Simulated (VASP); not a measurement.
Wanted: the native input for a VASP 6.6.1 run.

| Property | Result |
| --- | --- |
| Task | single point |
| Functional | r2SCAN |
| Potentials or basis | VASP PAW PBE potentials, release 64 (Pb_d, Te) |
| Cutoff | 520 eV |
| k mesh | 8 × 8 × 8 |
| Occupations | fermi-dirac, width 0.02 eV |
| Spin | non-collinear spin, zero start, spin-orbit coupling |
| Starting moments | [[0.0, 0.0, 0.0], [0.0, 0.0, 0.0]] μB |
| Dipole correction | no |
| Further INCAR settings | ALGO = Normal; EDIFF = 1e-06; NBANDS = 32 |

The system is TePb.

```xyz
2
Lattice="0.0000 3.3659 3.3659 3.3659 0.0000 3.3659 3.3659 3.3659 0.0000" Properties=species:S:1:pos:R:3 pbc="T T T"
Pb    0.0000    0.0000    0.0000
Te    3.3659    3.3659    3.3659
```

This cell differs from its parent crystal: strain +3.0%.

The input as run:

POSCAR

```
TePb
1.0
    0.0000000000      3.3658719543      3.3658719543
    3.3658719543      0.0000000000      3.3658719543
    3.3658719543      3.3658719543      0.0000000000
Pb Te
1 1
Direct
    0.0000000000      0.0000000000      0.0000000000
    0.5000000000      0.5000000000      0.5000000000
```

INCAR.step1

```
PREC = Accurate
ENCUT = 520
ISMEAR = -1
SIGMA = 0.02
LREAL = False
LASPH = True
NELM = 150
LNONCOLLINEAR = True
MAGMOM = 0 0 0 0 0 0
LSORBIT = True
GGA_COMPAT = False
NBANDS = 32
GGA = PE
ALGO = Normal
EDIFF = 1E-4
LWAVE = True
LCHARG = False
```

INCAR.step2

```
PREC = Accurate
ENCUT = 520
EDIFF = 1E-6
ISMEAR = -1
SIGMA = 0.02
LREAL = False
LASPH = True
NELM = 150
ALGO = Normal
ISIF = 2
LWAVE = False
LCHARG = True
LNONCOLLINEAR = True
MAGMOM = 0 0 0 0 0 0
LORBIT = 11
LSORBIT = True
GGA_COMPAT = False
LORBMOM = True
METAGGA = R2SCAN
LMIXTAU = True
LVHAR = True
NBANDS = 32
ISTART = 1
```

KPOINTS

```
Automatic mesh
0
Gamma
  8 8 8
```

Potentials or basis: VASP PAW PBE potentials, release 64 (Pb_d, Te).

The run is started by

```sh
$ cat potpaw_PBE.64/Pb_d/POTCAR potpaw_PBE.64/Te/POTCAR > POTCAR
$ cp INCAR.step1 INCAR
$ mpirun -np 1 vasp_ncl > vasp.out
$ cp INCAR.step2 INCAR
$ mpirun -np 1 vasp_ncl > vasp.out
```

It gave:

* Pressure: -3.1 GPa
* Net moment: 0.00 μB per cell
* Valence electrons inside the program's atomic spheres: Pb 11.80; Te 3.39

Caveat: the cell differs from its parent crystal (strain +3.0%); the cell stands under tension; the PAW data sets were made with another functional, which shifts forces and pressure a little.

Run time: 6 min on 1 thread of Intel(R) Xeon(R) 6975P-C (Granite Rapids), on a shared host, peak memory 0.51 GiB.
